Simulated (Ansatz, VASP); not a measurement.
**One calculation of RbCl, two programs**

The input INCAR:

```
ALGO     = Normal         # electronic algorithm
EDIFF    = 1E-6           # SCF threshold, eV
ENCUT    = 500            # plane-wave cutoff, eV
GGA_COMPAT= False        
ISIF     = 2              # what is computed and relaxed
ISMEAR   = 0              # smearing method
LASPH    = True           # aspherical terms in the spheres
LCHARG   = True           # write CHGCAR
LELF     = True           # ELF
LREAL    = False          # projectors in reciprocal space
LVHAR    = True         
LWAVE    = False          # write WAVECAR
NBANDS   = 15             # bands
NELM     = 120            # most SCF steps
PREC     = Accurate       # precision mode
SIGMA    = 0.05           # smearing width, eV
```

Contents of KPOINTS:

```
k-points
0
Gamma
  6 6 6
```

Contents of POSCAR:

```
RbCl
1.0
    0.0000000000      3.2821850000      3.2821850000
    3.2740000000      0.0081850000      3.2740000000
    3.2740000000      3.2740000000      0.0081850000
Rb Cl
1 1
Direct
    0.0000000000      0.0000000000      0.0000000000
    0.5000000000      0.5000000000      0.5000000000
```

Input for Ansatz:

```yaml
crystal:
  lattice:
    - [0.0, 3.282185, 3.282185]
    - [3.274, 0.008185, 3.274]
    - [3.274, 3.274, 0.008185]
  atoms:
    - { symbol: Rb, position: [0.0, 0.0, 0.0] }
    - { symbol: Cl, position: [0.5, 0.5, 0.5] }
basis:
  ecutwfc: 420
kpoints:
  mp_grid: { grid: [6, 6, 6] }
hamiltonian:
  xc: lda
scf:
  occupations: { method: gaussian, width: 0.05 }
output:
  forces: true
  stress: true
  eigenvalues: true
```

Change from the starting cell: strain +0.0050 x Voigt [0, 0, 0, 1, 0, 0], atoms carried along.

Alike in both runs: task single point; functional LDA; k mesh 6 × 6 × 6; occupations gaussian, width 0.05 eV; no spin polarisation.

|  | VASP | Ansatz |
| --- | --- | --- |
| version | VASP 6.6.1 | Ansatz 0.2.0 |
| potentials or method | VASP PAW LDA potentials, release 64 (Rb_sv, Cl), cutoff 500 eV | scalar-relativistic, plane waves, PAW |
| valence electrons in the cell | 16 | 16 |

Ansatz gave:

* gap on the k mesh at the Fermi level (eV): 4.59
* least direct gap on the mesh (eV): 4.59
* pressure (GPa): -1.4

Estimate VASP's values.

gap on the k mesh at the Fermi level (eV): 4.60; least direct gap on the mesh (eV): 4.60; pressure (GPa): -1.4.

LDA's correlation is that of Perdew and Zunger in VASP and of Perdew and Wang (1992) in Ansatz.
